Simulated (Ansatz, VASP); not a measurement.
# One calculation of TePb, two programs

```
Pb Te
1.0
     0.00000    3.23100    3.23100
     3.23100    0.00000    3.23100
     3.23100    3.23100    0.00000
Pb Te
1 1
Cartesian
  0.0000 0.0000 0.0000
  3.2310 3.2310 3.2310
```

Alike in both runs: functional PBEsol; k mesh 5 × 5 × 5; occupations fermi-dirac, width 0.05 eV; no spin polarisation.

|  | VASP | Ansatz |
| --- | --- | --- |
| version | VASP 6.6.1 | Ansatz 0.2.0 |
| potentials or method | VASP PAW PBE potentials, release 64 (Pb_d, Te), cutoff 520 eV | all-electron LAPW, scalar-relativistic |
| task | single point | band structure |

|  | VASP | Ansatz | Ansatz less VASP |
| --- | --- | --- | --- |
| pressure (GPa) | -0.4 | -0.4 | +0.03 |

VASP's potentials were made for PBE, not for PBEsol. Ansatz ran all-electron here, and VASP with PAW potentials.

Spin-orbit coupling is off throughout.
